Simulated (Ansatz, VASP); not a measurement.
# One calculation of KF, two programs

INCAR

```
SYSTEM = KF
PREC     = Accurate       ! precision mode
ENCUT    = 520            ! plane-wave cutoff, eV
EDIFF    = 1E-6           ! SCF threshold, eV
ISMEAR   = 0              ! smearing method
SIGMA    = 0.05           ! smearing width, eV
LREAL    = .FALSE.        ! projectors in reciprocal space
LASPH    = .TRUE.         ! aspherical terms in the spheres
NELM     = 80             ! most SCF steps
ALGO     = Normal         ! electronic algorithm
ISIF     = 2              ! what is computed and relaxed
LWAVE    = .FALSE.        ! write WAVECAR
LCHARG   = .FALSE.        ! write CHGCAR
GGA      = PE             ! functional
IVDW     = 13             ! dispersion correction
NBANDS   = 15             ! bands
```

The input KPOINTS:

```
Automatic mesh
0
G
  8 8 8
  0 0 0
```

Contents of POSCAR:

```
KF
1.0
    0.0000000000      2.6749290724      2.6749290724
    2.6749290724      0.0000000000      2.6749290724
    2.6749290724      2.6749290724      0.0000000000
K F
1 1
Direct
    0.0000000000      0.0000000000      0.0000000000
    0.5000000000      0.5000000000      0.5000000000
```

Input for Ansatz:

```yaml
crystal:
  lattice:
    - [0.0, 2.6749290724, 2.6749290724]
    - [2.6749290724, 0.0, 2.6749290724]
    - [2.6749290724, 2.6749290724, 0.0]
  atoms:
    - { symbol: K, position: [0.0, 0.0, 0.0] }
    - { symbol: F, position: [0.5, 0.5, 0.5] }
basis:
  ecutwfc: 420
  ecutrho_ratio: 4
kpoints:
  mp_grid: { grid: [8, 8, 8] }
hamiltonian:
  xc: pbe
  dispersion: d4
scf:
  occupations: { method: gaussian, width: 0.05 }
output:
  forces: true
  stress: true
  eigenvalues: true
```

Alike in both runs: task single point; functional PBE; dispersion D4; k mesh 8 × 8 × 8; occupations gaussian, width 0.05 eV; no spin polarisation.

|  | VASP | Ansatz |
| --- | --- | --- |
| version | VASP 6.6.1 | Ansatz 0.2.0 |
| potentials or method | VASP PAW PBE potentials, release 64 (K_sv, F), cutoff 520 eV | scalar-relativistic, plane waves, PAW |
| valence electrons in the cell | 16 | 16 |

Ansatz gave:

- gap on the k mesh at the Fermi level (eV): 6.16
- least direct gap on the mesh (eV): 6.16
- pressure (GPa): 0.7

**Question.** Which values does VASP return?

**Answer.** gap on the k mesh at the Fermi level (eV): 6.15; least direct gap on the mesh (eV): 6.15; pressure (GPa): 0.7.
